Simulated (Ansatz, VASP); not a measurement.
**Two plane-wave programs on Ti4H**

```
Ti H
1.0
     5.34966    0.00000    0.00000
    -2.67483    4.63294    0.00000
     0.00000    0.00000    3.11360
Ti H
4 1
Direct
  0.50000 0.00000 0.00000
  0.00000 0.50000 0.00000
  0.50000 0.50000 0.00000
  0.00000 0.00000 0.50000
  0.00000 0.00000 0.00000
```

Alike in both runs: functional PBE; k mesh 12 × 12 × 12; occupations gaussian, width 0.1 eV; no spin polarisation.

Ansatz relaxed the structure, and its values are those at the end. VASP's run is a single point on that final structure, the one shown.

|  | VASP | Ansatz |
| --- | --- | --- |
| version | VASP 6.6.1 | Ansatz 0.2.0 |
| potentials or method | VASP PAW PBE potentials, release 64 (Ti_sv, H), cutoff 520 eV | scalar-relativistic, plane waves, PAW |
| valence electrons in the cell | 49 | 49 |

VASP gave:

| Property | Result |
| --- | --- |
| gap on the k mesh at the Fermi level (eV) | none |
| pressure (GPa) | -0.1 |

Q: Which values does Ansatz return?

A: gap on the k mesh at the Fermi level (eV): none; pressure (GPa): 0.0.

A gap of «none» marks a metal or a gap that the smearing closes.
